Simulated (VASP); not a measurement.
**SnSe: relaxation of cell and atoms with PBEsol**

Crystal: SnSe.

```xyz
2
Lattice="2.1025 1.2139 3.4333 -2.1025 1.2139 3.4333 0.0000 -2.4277 3.4333" Properties=species:S:1:pos:R:3 pbc="T T T"
Sn    0.0000    0.0000    5.1500
Se    0.0000    0.0000    0.0000
```

```yaml
Program: VASP 6.6.1
Task: relaxation of cell and atoms
Functional: PBEsol
Potentials_or_basis: VASP PAW PBE potentials, release 64 (Sn_d, Se)
Cutoff: 600 eV
k_mesh: 8 × 8 × 8
Occupations: gaussian, width 0.02 eV
Spin: no spin polarisation
Dipole_correction: no
Further_INCAR_settings: ALGO = Normal; EDIFF = 1e-06; IBRION = 2; EDIFFG = -0.01; NSW = 80; ISIF = 3
```

* Pressure after relaxing: 0.0 GPa
* Band gap on the k mesh: 0.75 eV (least direct gap 0.82 eV)

Final structure:
```
Sn Se
1.0
     2.10246    1.21386    3.43330
    -2.10246    1.21386    3.43330
     0.00000   -2.42771    3.43330
Sn Se
1 1
Direct
  0.50000 0.50000 0.50000
  0.00000 0.00000 0.00000
```

Levels at points of the mesh, in eV from the valence-band top:
| k point | band 7 | band 8 | band 9 | band 10 | band 11 | band 12 | band 13 | band 14 |
| --- | --- | --- | --- | --- | --- | --- | --- | --- |
| (0.00, 0.00, 0.00) | -4.88 | -2.18 | -2.18 | -2.18 | 4.54 | 4.54 | 4.54 | 5.87 |
| (0.50, 0.00, 0.00) | -8.16 | -1.92 | -1.92 | 0.00 | 0.82 | 1.30 | 1.30 | 8.34 |
| (0.50, 0.50, 0.00) | -5.94 | -5.65 | -3.71 | -3.71 | 2.91 | 5.64 | 5.64 | 6.28 |

Wall time 47 s on 1 thread of Intel Xeon 8259CL, on a shared host, peak memory 0.21 GiB.

Caveat: the relaxation stopped at its first step, so nothing moved; semilocal functionals underestimate gaps, and a narrow one can read as zero; the PAW data sets were made with another functional, which shifts forces and pressure a little; spin-orbit coupling is left out, which moves the levels of the heavy elements. A k mesh can miss the band edges.
